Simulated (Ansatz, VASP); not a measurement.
## Pt in VASP and in Ansatz

INCAR

```
  ALGO = Normal
  EDIFF = 1E-6
  ENCUT = 520
  ISIF = 2
  ISMEAR = 1
  LASPH = T
  LCHARG = F
  LREAL = F
  LWAVE = F
  NBANDS = 11
  NELM = 100
  PREC = Accurate
  SIGMA = 0.6
```

KPOINTS

```
k-points
0
Gamma
  14 14 14
```

The input POSCAR:

```
Pt
1.0
    0.0000000000      1.9474302061      1.9474302061
    1.9474302061      0.0000000000      1.9474302061
    1.9474302061      1.9474302061      0.0000000000
Pt
1
Direct
    0.0000000000      0.0000000000      0.0000000000
```

Input for Ansatz:

```yaml
crystal:
  lattice:
    - [0.0, 1.9474302061, 1.9474302061]
    - [1.9474302061, 0.0, 1.9474302061]
    - [1.9474302061, 1.9474302061, 0.0]
  atoms:
    - { symbol: Pt, position: [0.0, 0.0, 0.0] }
hamiltonian:
  xc: lda
  pseudopotentials:
    kind: paw
    azcp:
      Pt: "pseudopotentials/Pt.paw.azcp"
basis:
  ecutwfc: 420
  fft_grid_basis: typed
kpoints:
  mp_grid: { grid: [14, 14, 14], shift: [0, 0, 0] }
magnetization:
  spin_polarized: false
scf:
  occupations: { method: cold, width: 0.6 }
  lower_state_search: "off"
output:
  stress: true
  write_density: true
  write_potential: true
  elf: true
  volumetric_format: npy
```

Alike in both runs: task single point; functional LDA; k mesh 14 × 14 × 14; no spin polarisation.

|  | VASP | Ansatz |
| --- | --- | --- |
| version | VASP 6.6.1 | Ansatz 0.2.0 |
| potentials or method | VASP PAW LDA potentials, release 64 (Pt), cutoff 520 eV | plane waves (420 eV) with PAW, scalar-relativistic |
| occupations | methfessel-paxton of order 1, width 0.6 eV | cold, width 0.6 eV |
| valence electrons in the cell | 10 | 18 |

Ansatz gave:

| Quantity | Value |
| --- | --- |
| pressure (GPa) | -0.4 |

Estimate VASP's values.

pressure (GPa): 0.7.

Ansatz warns that its potentials were made for another functional, while VASP's fit it. LDA's correlation is that of Perdew and Zunger in VASP and of Perdew and Wang (1992) in Ansatz. VASP's potentials hold 10 valence electrons a cell and Ansatz's 18, so a difference there can come from the potentials and not from the codes.

Spin-orbit coupling is off throughout.
